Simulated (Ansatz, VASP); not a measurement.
Zn in VASP and in Ansatz

POSCAR

```
Zn
1.0
    2.6187264646      0.0000000000      0.0000000000
   -1.3093632323      2.2678836439      0.0000000000
    0.0000000000      0.0000000000      4.8388970683
Zn
2
Direct
    0.3333333333      0.6666666667      0.2500000000
    0.6666666667      0.3333333333      0.7500000000
```

Contents of INCAR.step1:

```
SYSTEM = Zn
PREC = Accurate ; ENCUT = 520
ISMEAR = 1 ; SIGMA = 0.3
LREAL = .False. ; LASPH = .True.
NELM = 80 ; NBANDS = 19
GGA = PE ; ALGO = Normal
EDIFF = 1E-4 ; LWAVE = .True.
LCHARG = .False.
```

Contents of INCAR.step2:

```
SYSTEM = Zn
PREC = Accurate ; ENCUT = 520
EDIFF = 1E-6 ; ISMEAR = 1
SIGMA = 0.3 ; LREAL = .False.
LASPH = .True. ; NELM = 80
ALGO = Normal ; ISIF = 2
LWAVE = .False. ; LCHARG = .False.
METAGGA = R2SCAN ; LMIXTAU = .True.
NBANDS = 19 ; ISTART = 1
```

Contents of KPOINTS:

```
Automatic mesh
0
Gamma
  14 14 7
  0 0 0
```

Input for Ansatz:

```yaml
crystal:
  lattice:
    - [2.6187264646, 0.0, 0.0]
    - [-1.3093632323, 2.2678836439, 0.0]
    - [0.0, 0.0, 4.8388970683]
  atoms:
    - { symbol: Zn, position: [0.3333333333, 0.6666666667, 0.25] }
    - { symbol: Zn, position: [0.6666666667, 0.3333333333, 0.75] }
hamiltonian:
  xc: r2scan
  pseudopotentials:
    kind: paw
    azcp:
      Zn: "pseudopotentials/Zn.paw.azcp"
basis:
  ecutwfc: 500
  fft_grid_basis: typed
kpoints:
  mp_grid: { grid: [14, 14, 7], shift: [0, 0, 0] }
magnetization:
  spin_polarized: false
scf:
  occupations: { method: methfessel_paxton, width: 0.3 }
  lower_state_search: "off"
output:
  stress: true
```

Alike in both runs: task single point; functional r2SCAN; k mesh 14 × 14 × 7; occupations methfessel-paxton of order 1, width 0.3 eV; no spin polarisation.

|  | VASP | Ansatz |
| --- | --- | --- |
| version | VASP 6.6.1 | Ansatz 0.2.0 |
| potentials or method | VASP PAW PBE potentials, release 64 (Zn), cutoff 520 eV | plane waves (500 eV) with PAW, scalar-relativistic |
| valence electrons in the cell | 24 | 24 |

|  | VASP | Ansatz | Ansatz less VASP |
| --- | --- | --- | --- |
| pressure (GPa) | 0.5 | 0.0 | -0.50 |
| traceless stress, the component that is largest in VASP (GPa) | -1.38 | -1.25 | +0.137 |

VASP's potentials were made for PBE, not for r2SCAN.
